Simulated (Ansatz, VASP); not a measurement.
One calculation of LiH, two programs

The input INCAR:

```
  PREC = Accurate
  ENCUT = 520
  EDIFF = 1E-7
  ISMEAR = 0
  SIGMA = 0.05
  LREAL = F
  LASPH = T
  NELM = 80
  ALGO = Normal
  ISIF = 2
  LWAVE = F
  LCHARG = F
  NBANDS = 9
```

File KPOINTS:

```
Automatic mesh
0
Gamma
  10 10 10
```

POSCAR

```
LiH
1.0
    0.0000000000      2.0934750000      2.0325000000
    2.0325000000      0.0000000000      2.0325000000
    2.0325000000      2.0934750000      0.0000000000
Li H
1 1
Direct
    0.0000000000      0.0000000000      0.0000000000
    0.5000000000      0.5000000000      0.5000000000
```

Input for Ansatz:

```yaml
crystal:
  lattice:
    - [0.0, 2.093475, 2.0325]
    - [2.0325, 0.0, 2.0325]
    - [2.0325, 2.093475, 0.0]
  atoms:
    - { symbol: Li, position: [0.0, 0.0, 0.0] }
    - { symbol: H, position: [0.5, 0.5, 0.5] }
basis:
  ecutwfc: 420
kpoints:
  mp_grid: { grid: [10, 10, 10] }
hamiltonian:
  xc: lda
scf:
  occupations: { method: gaussian, width: 0.05 }
output:
  forces: true
  stress: true
  eigenvalues: true
```

Change from the starting cell: strain +0.0300 x Voigt [0, 1, 0, 0, 0, 0], atoms carried along.

Alike in both runs: task single point; functional LDA; k mesh 10 × 10 × 10; occupations gaussian, width 0.05 eV; no spin polarisation.

```csv
,VASP,Ansatz
version,VASP 6.6.1,Ansatz 0.2.0
potentials or method,"VASP PAW LDA potentials, release 64 (Li_sv, H), cutoff 520 eV","scalar-relativistic, plane waves, PAW"
valence electrons in the cell,4,4
```

Ansatz gave:

```
gap on the k mesh at the Fermi level (eV) : 2.36
least direct gap on the mesh (eV)         : 2.59
```

Which values does VASP return?

gap on the k mesh at the Fermi level (eV): 2.35; least direct gap on the mesh (eV): 2.58.

LDA's correlation is that of Perdew and Zunger in VASP and of Perdew and Wang (1992) in Ansatz.

Noted on VASP's run: the cutoff is short for stress, so the pressure is rough.
